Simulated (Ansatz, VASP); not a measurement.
## Ag in VASP and in Ansatz

```
Ag
1.0
     2.95708    0.00000    0.00000
    -1.47854    2.56091    0.00000
     0.00000    0.00000    9.61820
Ag
4
Direct
  0.33333 0.66667 0.25000
  0.66667 0.33333 0.75000
  0.00000 0.00000 0.00000
  0.00000 0.00000 0.50000
```

Change from the starting cell: strain +0.030 along x and y, +0.030 along z, atoms carried along.

Alike in both runs: task single point; functional PBEsol; k mesh 18 × 18 × 6; occupations gaussian, width 0.15 eV; no spin polarisation.

|  | VASP | Ansatz |
| --- | --- | --- |
| version | VASP 6.6.1 | Ansatz 0.2.0 |
| potentials or method | VASP PAW PBE potentials, release 64 (Ag), cutoff 520 eV | scalar-relativistic, plane waves, PAW |
| valence electrons in the cell | 44 | 76 |

Ansatz gave:

```
gap on the k mesh at the Fermi level (eV)                     : none
pressure (GPa)                                                : -8.1
traceless stress, the component that is largest in VASP (GPa) : 0.21
```

**Question.** What did VASP give for the same quantities?

**Answer.** gap on the k mesh at the Fermi level (eV): none; pressure (GPa): -8.2; traceless stress, the component that is largest in VASP (GPa): 0.21.

VASP's potentials were made for PBE, not for PBEsol. A gap of «none» marks a metal or a gap that the smearing closes. VASP's potentials hold 44 valence electrons a cell and Ansatz's 76, so a difference there can come from the potentials and not from the codes.
